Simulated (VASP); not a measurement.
Write the native input for VASP 6.6.1 that does the following.

| Item | Value |
| --- | --- |
| Task | single point |
| Functional | LDA |
| Potentials or basis | VASP PAW LDA potentials, release 64 (Y_sv, Sn_d) |
| Cutoff | 500 eV |
| k mesh | 5 × 5 × 5 |
| Occupations | gaussian, width 0.5 eV |
| Spin | no spin polarisation |
| Dipole correction | no |
| Further INCAR settings | ALGO = Normal; EDIFF = 1e-06; NBANDS = 32 |

The structure of Y3Sn lies in POSCAR:

```
Y3Sn
1.0
    0.0000000000      3.8460590000      3.8460590000
    3.8460590000      0.0000000000      3.8460590000
    3.8460590000      3.8460590000      0.0000000000
Y Sn
3 1
Direct
    0.0000000000      0.0000000000      0.0000000000
    0.2500000000      0.2500000000      0.2500000000
    0.7500000000      0.7500000000      0.7500000000
    0.5000000000      0.5000000000      0.5000000000
```

These files were run (other wordings do the same):

INCAR

```
  PREC = Accurate
  ENCUT = 500
  EDIFF = 1E-6
  ISMEAR = 0
  SIGMA = 0.5
  LREAL = F
  LASPH = T
  NELM = 120
  ALGO = Normal
  ISIF = 2
  LWAVE = F
  LCHARG = F
  GGA = CA
  NBANDS = 32
  GGA_COMPAT = F
```

KPOINTS

```
Automatic mesh
0
Gamma
  5 5 5
```

Potentials or basis: VASP PAW LDA potentials, release 64 (Y_sv, Sn_d).

Command:

```console
$ cat potpaw_LDA.64/Y_sv/POTCAR potpaw_LDA.64/Sn_d/POTCAR > POTCAR
$ mpirun -np 1 vasp_std > vasp.out
```

It gave:

```json
{
  "Pressure": "-4.2 GPa",
  "Band gap on the k mesh": "zero (an odd number of electrons rules out a gap without spin polarisation)"
}
```

Caveat: the cell stands under tension; so wide a smearing shifts energies and pressures; spin-orbit coupling is left out, which moves the levels of the heavy elements.

It took 35 s on 1 thread of Intel(R) Xeon(R) Platinum 8488C (Sapphire Rapids), on a shared host, peak memory 0.21 GiB.
